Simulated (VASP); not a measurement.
# Sb (Im-3m) in VASP: notebook, part 2 of 2

VASP 6.6.1.

## (3) Relaxation of cell and atoms, PBE

File INCAR:

```
PREC = Accurate
ENCUT = 600
EDIFF = 1E-6
ISMEAR = 0
SIGMA = 0.1
LREAL = F
LASPH = T
NELM = 100
ALGO = Normal
ISIF = 3
LWAVE = F
LCHARG = F
GGA = PE
IBRION = 2
NSW = 80
EDIFFG = -0.01
```

File KPOINTS:

```
Automatic mesh
0
Gamma
  16 16 16
```

File POSCAR:

```
Sb
1.0
   -1.8964368553      1.8964368553      1.8964368553
    1.8964368553     -1.8964368553      1.8964368553
    1.8964368553      1.8964368553     -1.8964368553
Sb
1
Direct
    0.0000000000      0.0000000000      0.0000000000
```

Potentials or basis: VASP PAW PBE potentials, release 64 (Sb).

On the command line:

```
cat potpaw_PBE.64/Sb/POTCAR > POTCAR
mpirun -np 1 vasp_std > vasp.out
```

OUTCAR:

```text
PREC = Accurate
   ENCUT = 600
   EDIFF = 1E-6
   ISMEAR = 0
   LREAL = F
   LASPH = T
   NELM = 100
   ISIF = 3
   GGA = PE
   IBRION = 2
   NSW = 80
   EDIFFG = -0.01

 ion  position               nearest neighbor table
   1  0.000  0.000  0.000-

  LATTYP: Found a body centered cubic cell.
 ALAT       =     3.7928737106

  Lattice vectors:

 A1 = (  -1.8964368553,   1.8964368553,   1.8964368553)
 A2 = (   1.8964368553,  -1.8964368553,   1.8964368553)
 A3 = (   1.8964368553,   1.8964368553,  -1.8964368553)

Analysis of symmetry for initial positions (statically):
=====================================================================
 Subroutine PRICEL returns:
 Original cell was already a primitive cell.

 Routine SETGRP: Setting up the symmetry group for a
 body centered cubic supercell.

 Subroutine GETGRP returns: Found 48 space group operations
 (whereof 48 operations were pure point group operations)
 out of a pool of 48 trial point group operations.

The static configuration has the point symmetry O_h .

Analysis of symmetry for dynamics (positions and initial velocities):
=====================================================================
 Subroutine PRICEL returns:
 Original cell was already a primitive cell.

 Routine SETGRP: Setting up the symmetry group for a
 body centered cubic supercell.

 Subroutine GETGRP returns: Found 48 space group operations
 (whereof 48 operations were pure point group operations)
 out of a pool of 48 trial point group operations.

The dynamic configuration has the point symmetry O_h .

 Subroutine INISYM returns: Found 48 space group operations
 (whereof 48 operations are pure point group operations),
 and found     1 'primitive' translations

----------------------------------------------------------------------------------------

                                     Primitive cell

  volume of cell :      27.2819

  direct lattice vectors                    reciprocal lattice vectors
    -1.896436855  1.896436855  1.896436855     0.000000000  0.263652332  0.263652332
     1.896436855 -1.896436855  1.896436855     0.263652332  0.000000000  0.263652332
     1.896436855  1.896436855 -1.896436855     0.263652332  0.263652332  0.000000000

  length of vectors
     3.284724987  3.284724987  3.284724987     0.372860704  0.372860704  0.372860704

  position of ions in fractional coordinates (direct lattice)
     0.000000000  0.000000000  0.000000000

  ion indices of the primitive-cell ions
   primitive index   ion index
                 1           1

----------------------------------------------------------------------------------------

 KPOINTS: Automatic mesh

Automatic generation of k-mesh.
 Grid dimensions read from file:
 generate k-points for:   16   16   16

 Generating k-lattice:

[... 23 lines left out ...]
  0.312500  0.000000  0.000000     12.000000
[... 16 lines left out ...]
  0.187500  0.187500  0.000000     24.000000
  0.250000  0.187500  0.000000     48.000000
 [... further k-points ...]
   k-points           NKPTS =    145   k-points in BZ     NKDIM =    145   number of bands    NBANDS=      6
   number of dos      NEDOS =    301   number of ions     NIONS =      1
   total plane-waves  NPLWV =  21952
   dimension x,y,z NGX =    28 NGY =   28 NGZ =   28
   dimension x,y,z NGXF=    56 NGYF=   56 NGZF=   56
   ions per type =               1
   NGX,Y,Z   is equivalent  to a cutoff of  14.17, 14.17, 14.17 a.u.
   NGXF,Y,Z  is equivalent  to a cutoff of  28.34, 28.34, 28.34 a.u.
 SYSTEM =  unknown system
   PREC   = accura    normal or accurate (medium, high low for compatibility)
   ISTART =      0    job   : 0-new  1-cont  2-samecut
   ICHARG =      2    charge: 1-file 2-atom 10-const
   ISPIN  =      1    spin polarized calculation?
   LNONCOLLINEAR =      F non collinear calculations
   LSORBIT =      F    spin-orbit coupling
   LASPH  =      T    aspherical Exc in radial PAW
   ENCUT  =  600.0 eV  44.10 Ry    6.64 a.u.   6.56  6.56  6.56*2*pi/ulx,y,z
   NELM   =    100;   NELMIN=  2; NELMDL= -5     # of ELM steps
   EDIFF  = 0.1E-05   stopping-criterion for ELM
   LREAL  =      F    real-space projection
   EDIFFG = -.1E-01   stopping-criterion for IOM
   NSW    =     80    number of steps for IOM
   IBRION =      2    ionic relax: 0-MD 1-quasi-New 2-CG
   NFREE  =      1    steps in history (QN), initial steepest desc. (CG)
   ISIF   =      3    stress and relaxation
   ISYM   =      2    0-nonsym 1-usesym 2-fastsym
   POTIM  = 0.5000    time-step for ionic-motion
   TEBEG  =    0.0;   TEEND  =   0.0 temperature during run
   PSTRESS=    0.0 pullay stress
   NELECT =       5.0000    total number of electrons
   NUPDOWN=      -1.0000    fix difference up-down
   EMIN   =  10.00;   EMAX   =-10.00  energy-range for DOS
   EFERMI =   0.00;   METHOD = LEGACY
   ISMEAR =     0;   SIGMA  =   0.10  broadening in eV -4-tet -1-fermi 0-gaus
   EFERMI_NEDOS =   21; number of points for ismear=-14 and -15
   IALGO  =     38    algorithm
   IMIX   =      4    mixing-type and parameters
     AMIX     =   0.40;   BMIX     =  1.00
     AMIX_MAG =   1.60;   BMIX_MAG =  1.00
  volume/ion in A,a.u.               =      27.28       184.11
  Fermi-wavevector in a.u.,A,eV,Ry     =   0.929908  1.757270 11.765340  0.864728
  Thomas-Fermi vector in A             =   2.056240
   LORBIT       =      0    0 simple, 1 ext, 2 COOP (PROOUT), +10 PAW based schemes
   GGA     = PE    functional components
   LHFCALC =     F    Hartree Fock is set to
   AEXX    =    0.0000 exact exchange contribution
   IVDW    =     0    specifies the selected vdW correction
   LEPSILON=     F    determine dielectric tensor
   LRPA    =     F    only Hartree local field effects (RPA)
 conjugate gradient relaxation of ions
 non-spin polarized calculation
 Gauss-broadening in eV      SIGMA  =   0.10
  energy-cutoff  :      600.00
  volume of cell :       27.28
 maximum number of plane-waves:       941
 NGX is ok and might be reduce to    28
   NGX = 13   NGY = 13   NGZ = 13

--------------------------------------- Ionic step        1  -------------------------------------------

 number of electron       5.0000000 magnetization

 Free energy of the ion-electron system (eV)
  ---------------------------------------------------
  ext. energy  EPLUGINS =         0.00000000
  ---------------------------------------------------
  free energy    TOTEN  =        -3.90857442 eV

  energy without entropy =       -3.90481556  energy(sigma->0) =       -3.90669499

------------------------ aborting loop because EDIFF is reached ----------------------------------------

  FORCE on cell =-STRESS in cart. coord.  units (eV):
  Direction    XX          YY          ZZ          XY          YZ          ZX
  --------------------------------------------------------------------------------------
  -------------------------------------------------------------------------------------
  Total       -0.0281226     -0.0281226     -0.0281226      0.0000000      0.0000000     -0.0000000
  in kB       -1.6515490     -1.6515490     -1.6515490      0.0000000      0.0000000     -0.0000000
  external PRESSURE =      -1.6515490 kB  Pullay stress =       0.0000000 kB
[... 57 lines left out ...]
--------------------------------------- Ionic step        3  -------------------------------------------

 number of electron       5.0000000 magnetization

 Free energy of the ion-electron system (eV)
  ---------------------------------------------------
  ext. energy  EPLUGINS =         0.00000000
  ---------------------------------------------------
  free energy    TOTEN  =        -3.90861446 eV

  energy without entropy =       -3.90484995  energy(sigma->0) =       -3.90673220

 E-fermi :   8.2566     XC(G=0): -10.1846

 val. band max:        8.2534712825   @ k =   0.3125   0.1250   0.0625
 cond. band min:       8.2811933726   @ k =   0.1875   0.1875   0.0625
 fundamental gap:      0.0277220901
 Fermi energy:         8.2565910117

 k-point     1 :       0.0000    0.0000    0.0000
  band No.  band energies     occupation
      1      -4.4462      2.00000
      2      13.7236      0.00000
      3      13.7236      0.00000
      4      13.7236      0.00000
      5      18.8217      0.00000
      6      18.8217      0.00000
[... 199 lines left out ...]
 k-point    24 :       0.2500    0.1875    0.0000
  band No.  band energies     occupation
      1      -1.5862      2.00000
      2       5.5595      2.00000
      3       7.9863      1.99987
      4      11.3055      0.00000
      5      16.3751      0.00000
      6      17.7782      0.00000

 [... further k-points ...]

------------------------ aborting loop because EDIFF is reached ----------------------------------------

  FORCE on cell =-STRESS in cart. coord.  units (eV):
  Direction    XX          YY          ZZ          XY          YZ          ZX
  --------------------------------------------------------------------------------------
  -------------------------------------------------------------------------------------
  Total        0.0003752      0.0003752      0.0003752     -0.0000000      0.0000000     -0.0000000
  in kB        0.0221000      0.0221000      0.0221000     -0.0000000      0.0000000     -0.0000000
  external PRESSURE =       0.0221000 kB  Pullay stress =       0.0000000 kB
[... 16 lines left out ...]
  FREE ENERGIE OF THE ION-ELECTRON SYSTEM (eV)
  ---------------------------------------------------
  free  energy   TOTEN  =        -3.9086144594 eV

  energy  without entropy=       -3.9048499499  energy(sigma->0) =       -3.90673220

 reached required accuracy - stopping structural energy minimisation
```

OSZICAR:

```text
N       E                     dE             d eps       ncg     rms          rms(c)
DAV:   1     0.938533498627E+01    0.93853E+01   -0.17765E+03  1746   0.618E+02
DAV:   2    -0.370640141395E+01   -0.13092E+02   -0.12582E+02  2544   0.787E+01
DAV:   3    -0.391075302505E+01   -0.20435E+00   -0.19894E+00  2070   0.105E+01
[... 13 lines left out ...]
       N       E                     dE             d eps       ncg     rms          rms(c)
DAV:   1    -0.390862458632E+01   -0.16425E-04   -0.28937E-04  1866   0.979E-02    0.134E-02
DAV:   2    -0.390861827706E+01    0.63093E-05   -0.46413E-06  1794   0.183E-02    0.752E-03
DAV:   3    -0.390861444769E+01    0.38294E-05   -0.60176E-06  1776   0.142E-02    0.256E-03
DAV:   4    -0.390861445939E+01   -0.11699E-07   -0.31510E-08   894   0.198E-03
   3 F= -.39086145E+01 E0= -.39067322E+01  d E =-.400435E-04
```

CONTCAR:

```text
Sb
   1.00000000000000
    -1.8946332930502559    1.8946332930502559    1.8946332930502559
     1.8946332930502559   -1.8946332930502559    1.8946332930502559
     1.8946332930502559    1.8946332930502559   -1.8946332930502559
  Sb
     1
Direct
     0.0000000000000000    0.0000000000000000    0.0000000000000000

  0.00000000E+00  0.00000000E+00  0.00000000E+00
```

Run time: 42 s. Hardware: 1 thread of Intel Xeon Platinum 8175M at 2.50GHz (Skylake/Cascade Lake), shared host; peak memory 0.18 GiB.

What came out:

```yaml
Free_energy: -3.9086 eV
Relaxed_volume: 27.20 Å³/atom
Relaxed_cell: a = 3.282 Å, b = 3.282 Å, c = 3.282 Å, α = 109.47°, β = 109.47°, γ = 109.47°
Space_group_after_relaxing_to_0.1_Å: Im-3m (No. 229)
Energy_gained_by_relaxing: 0.0 meV/atom
Ionic_steps: 3
Pressure_after_relaxing: 0.0 GPa
Band_gap_on_the_k_mesh: zero (an odd number of electrons rules out a gap without spin polarisation)
```

Final structure:
```
CELL_PARAMETERS angstrom
-1.89463 1.89463 1.89463
1.89463 -1.89463 1.89463
1.89463 1.89463 -1.89463
ATOMIC_POSITIONS crystal
Sb 0.00000 0.00000 0.00000
```

Caveat: spin-orbit coupling is left out, which moves the levels of the heavy elements.
